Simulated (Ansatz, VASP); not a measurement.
One calculation of Mg2C, two programs

File INCAR:

```
SYSTEM = Mg2C
PREC = Accurate ; ENCUT = 600
EDIFF = 1E-6 ; ISMEAR = 0
SIGMA = 0.1 ; LREAL = .False.
LASPH = .True. ; NELM = 60
ALGO = Normal ; ISIF = 3
LWAVE = .False. ; LCHARG = .False.
GGA = PE ; IBRION = 2
NSW = 90 ; EDIFFG = -0.04
```

Contents of KPOINTS:

```
Automatic mesh
0
Gamma
  6 6 6
  0 0 0
```

Contents of POSCAR:

```
Mg2C
1.0
   -2.0976739300      2.0976739300      2.7398114600
    2.0976739300     -2.0976739300      2.7398114600
    2.0976739300      2.0976739300     -2.7398114600
Mg C
2 1
Direct
    0.5000000000      0.0000000000      0.5000000000
    0.0000000000      0.5000000000      0.5000000000
    0.5000000000      0.5000000000      0.0000000000
```

Input for Ansatz:

```yaml
crystal:
  lattice:
    - [-2.09767393, 2.09767393, 2.73981146]
    - [2.09767393, -2.09767393, 2.73981146]
    - [2.09767393, 2.09767393, -2.73981146]
  atoms:
    - { symbol: Mg, position: [0.5, 0.0, 0.5] }
    - { symbol: Mg, position: [0.0, 0.5, 0.5] }
    - { symbol: C, position: [0.5, 0.5, 0.0] }
basis:
  ecutwfc: 420
kpoints:
  mp_grid: { grid: [6, 6, 6] }
hamiltonian:
  xc: pbe
scf:
  occupations: { method: gaussian, width: 0.1 }
  lower_state_search: "off"
output:
  forces: true
  stress: true
  eigenvalues: true
relax:
  adjacent_minimum: "off"
  f_tol: 0.04
  max_steps: 70
  cell: { stress_tol: 0.4 }
```

Alike in both runs: task relaxation of cell and atoms; functional PBE; k mesh 6 × 6 × 6; occupations gaussian, width 0.1 eV; no spin polarisation.

|  | VASP | Ansatz |
| --- | --- | --- |
| version | VASP 6.6.1 | Ansatz 0.2.0 |
| potentials or method | VASP PAW PBE potentials, release 64 (Mg, C), cutoff 600 eV | scalar-relativistic, plane waves, PAW |
| valence electrons in the cell | 8 | 24 |

|  | VASP | Ansatz | Ansatz less VASP |
| --- | --- | --- | --- |
| gap on the k mesh at the Fermi level, each at its own relaxed structure (eV) | none | none | - |
| relaxed volume (Å³/atom) | 18.22 | 18.35 | +0.132 |
| relaxed length of the cell vector where the two differ most in proportion (Å) | 4.275 | 4.288 | +0.0132 |

A gap of «none» marks a metal or a gap that the smearing closes. VASP's potentials hold 8 valence electrons a cell and Ansatz's 24, so a difference there can come from the potentials and not from the codes.
